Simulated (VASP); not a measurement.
Runs of VASP 6.6.1 on Al. The structure is that of space group P6_3/mmc (No. 194), or close to it. The cells are those of the table. This isn't the form of Al at room conditions, which is fcc.

```csv
task,spin,cell,k mesh,cutoff (eV),gap on the mesh (eV),pressure (GPa)
single point,off,"a = 2.949, b = 2.949, c = 4.761 Å, angles 90.0, 90.0, 120.0°, 2 atoms",14 × 14 × 8,520,none,-8.0
single point,off,"a = 2.840, b = 2.840, c = 4.584 Å, angles 90.0, 90.0, 120.0°, 2 atoms",13 × 13 × 7,520,none,-0.3
single point,off,"a = 2.762, b = 2.762, c = 4.458 Å, angles 90.0, 90.0, 120.0°, 2 atoms",14 × 14 × 8,520,none,(a)
single point,"non-collinear, zero start, SOC","a = 2.840, b = 2.840, c = 4.584 Å, angles 90.0, 90.0, 120.0°, 2 atoms",13 × 13 × 7,520,-,-0.3
single point,off,"a = 2.840, b = 2.840, c = 4.584 Å, angles 90.0, 90.0, 120.0°, 2 atoms",21 × 21 × 11,520,none,-0.3
single point,off,"a = 2.914, b = 2.914, c = 4.703 Å, angles 90.0, 90.0, 120.0°, 2 atoms",14 × 14 × 8,520,none,-6.0
relaxation of cell and atoms,off,"relaxed from a = 2.863, b = 2.863, c = 4.676 Å, angles 90.0, 90.0, 120.0°, 2 atoms",13 × 13 × 7,600,none,0.0
single point,off,"a = 2.840, b = 2.840, c = 4.584 Å, angles 90.0, 90.0, 120.0°, 2 atoms",14 × 14 × 8,520,none,-0.3
```

Alike in all rows: level r2SCAN; potentials or basis VASP PAW PBE potentials, release 64 (Al); smearing fermi-dirac 0.1 eV.

Problem. Fill in the values left out.

Solution. (a) 8.5.

Caveats: the PAW data sets were made with another functional, which shifts forces and pressure a little; the cell stands under tension (at least some runs); the cell stands under pressure (at least some runs).

A gap of «none» marks levels without a gap at the run's occupations.
